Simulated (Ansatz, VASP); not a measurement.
## Two plane-wave programs on GaN

Contents of INCAR:

```
SYSTEM = GaN
PREC = Accurate ; ENCUT = 600
EDIFF = 1E-6 ; ISMEAR = 0
SIGMA = 0.02 ; LREAL = .FALSE.
LASPH = .TRUE. ; NELM = 120
ALGO = Normal ; ISIF = 2
LWAVE = .FALSE. ; LCHARG = .FALSE.
GGA = PS ; NBANDS = 26
GGA_COMPAT = .FALSE.
```

The input KPOINTS:

```
Automatic mesh
0
G
  9 9 5
  0 0 0
```

Contents of POSCAR:

```
GaN
1.0
    3.0758056116      0.0000000000      0.0000000000
   -1.5379028058      2.6637257968      0.0000000000
    0.0000000000      0.0000000000      5.2715628840
Ga N
2 2
Direct
    0.3333333333      0.6666666667      0.0037880838
    0.6666666667      0.3333333333      0.5037880838
    0.3333333333      0.6666666667      0.3712119162
    0.6666666667      0.3333333333      0.8712119162
```

Input for Ansatz:

```yaml
crystal:
  lattice:
    - [3.0758056116, 0.0, 0.0]
    - [-1.5379028058, 2.6637257968, 0.0]
    - [0.0, 0.0, 5.271562884]
  atoms:
    - { symbol: Ga, position: [0.3333333333, 0.6666666667, 0.0037880838] }
    - { symbol: Ga, position: [0.6666666667, 0.3333333333, 0.5037880838] }
    - { symbol: "N", position: [0.3333333333, 0.6666666667, 0.3712119162] }
    - { symbol: "N", position: [0.6666666667, 0.3333333333, 0.8712119162] }
basis:
  ecutwfc: 420
kpoints:
  mp_grid: { grid: [9, 9, 5] }
  band_path: { path: [VBM, CBM], npoints: 2 }
hamiltonian:
  xc: pbesol
scf:
  occupations: { method: gaussian, width: 0.02 }
output:
  forces: true
  stress: true
  eigenvalues: true
  write_density: true
  write_potential: true
  elf: true
  volumetric_format: npy
```

Change from the starting cell: band edges of the strained film's bulk.

Alike in both runs: task single point; functional PBEsol; k mesh 9 × 9 × 5; occupations gaussian, width 0.02 eV; no spin polarisation.

```csv
,VASP,Ansatz
version,VASP 6.6.1,Ansatz 0.2.0
potentials or method,"VASP PAW PBE potentials, release 64 (Ga_d, N), cutoff 600 eV","scalar-relativistic, plane waves, PAW"
valence electrons in the cell,36,36
```

VASP gave:

* gap on the k mesh at the Fermi level (eV): 1.95
* least direct gap on the mesh (eV): 1.95
* pressure (GPa): 10.4
* traceless stress, the component that is largest in VASP (GPa): -10.83
* rms of the force components (eV/Å): 0.003

Q: What did Ansatz give for the same quantities?

A: gap on the k mesh at the Fermi level (eV): 1.93; least direct gap on the mesh (eV): 1.93; pressure (GPa): 10.8; traceless stress, the component that is largest in VASP (GPa): -10.76; rms of the force components (eV/Å): 0.000.

VASP's potentials were made for PBE, not for PBEsol. Atom by atom the forces differ by 0.003 eV/Å (rms over components). The functional is the same, so the differences come from potentials, cutoffs and numerics.
